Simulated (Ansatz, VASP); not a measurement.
**Ag in VASP and in Ansatz**

Contents of INCAR:

```
ALGO = Fast
EDIFF = 1E-7
ENCUT = 520
GGA = PS
ISIF = 2
ISMEAR = 0
LASPH = T
LCHARG = F
LREAL = F
LWAVE = F
NBANDS = 12
NELM = 60
PREC = Accurate
SIGMA = 0.15
```

File KPOINTS:

```
k-points
0
Gamma
  20 20 20
```

Contents of POSCAR:

```
Ag
1.0
   -1.6246104875      1.6556540000      1.6246104875
    1.6866975125     -1.6556540000      1.6866975125
    1.6246104875      1.6556540000     -1.6246104875
Ag
1
Direct
    0.0000000000      0.0000000000      0.0000000000
```

Input for Ansatz:

```yaml
crystal:
  lattice:
    - [-1.6246104875, 1.655654, 1.6246104875]
    - [1.6866975125, -1.655654, 1.6866975125]
    - [1.6246104875, 1.655654, -1.6246104875]
  atoms:
    - { symbol: Ag, position: [0.0, 0.0, 0.0] }
basis:
  ecutwfc: 420
kpoints:
  mp_grid: { grid: [20, 20, 20] }
hamiltonian:
  xc: pbesol
scf:
  occupations: { method: gaussian, width: 0.15 }
output:
  forces: true
  stress: true
  eigenvalues: true
```

Change from the starting cell: strain +0.0375 x Voigt [0, 0, 0, 0, 1, 0], atoms carried along.

Alike in both runs: task single point; functional PBEsol; k mesh 20 × 20 × 20; occupations gaussian, width 0.15 eV; no spin polarisation.

|  | VASP | Ansatz |
| --- | --- | --- |
| version | VASP 6.6.1 | Ansatz 0.2.0 |
| potentials or method | VASP PAW PBE potentials, release 64 (Ag), cutoff 520 eV | scalar-relativistic, plane waves, PAW |
| valence electrons in the cell | 11 | 19 |

VASP gave:

```
gap on the k mesh at the Fermi level (eV)                     : none
pressure (GPa)                                                : -7.2
traceless stress, the component that is largest in VASP (GPa) : -1.33
```

Question: Which values does Ansatz return?

Answer: gap on the k mesh at the Fermi level (eV): none; pressure (GPa): -7.1; traceless stress, the component that is largest in VASP (GPa): -1.33.

VASP's potentials were made for PBE, not for PBEsol. A gap of «none» marks a metal or a gap that the smearing closes. VASP's potentials hold 11 valence electrons a cell and Ansatz's 19, so a difference there can come from the potentials and not from the codes.
